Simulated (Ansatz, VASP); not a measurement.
YGa3Te in VASP and in Ansatz

```
Y Ga Te
1.0
     4.56861    0.00000    0.00000
     0.00000    4.56861    0.00000
     0.00000    0.00000    4.62586
Y Ga Te
1 3 1
Direct
  0.00000 0.00000 0.00000
  0.50000 0.50000 0.97500
  0.00000 0.50000 0.48500
  0.50000 0.00000 0.48500
  0.50000 0.50000 0.51500
```

Alike in both runs: task single point; functional PBE; k mesh 4 × 4 × 4; occupations gaussian, width 0.1 eV; no spin polarisation.

|  | VASP | Ansatz |
| --- | --- | --- |
| version | VASP 6.6.1 | Ansatz 0.2.0 |
| potentials or method | VASP PAW PBE potentials, release 64 (Y_sv, Ga_d, Te), cutoff 520 eV | scalar-relativistic, plane waves, PAW |
| valence electrons in the cell | 56 | 66 |

|  | VASP | Ansatz | Ansatz less VASP |
| --- | --- | --- | --- |
| gap on the k mesh at the Fermi level (eV) | none | none | - |
| rms of the force components (eV/Å) | 2.377 | 2.366 | -0.0108 |

Atom by atom the forces differ by 0.011 eV/Å (rms over components). A gap of «none» marks a metal or a gap that the smearing closes. VASP's potentials hold 56 valence electrons a cell and Ansatz's 66, so a difference there can come from the potentials and not from the codes.

Neither program's run includes spin-orbit coupling.
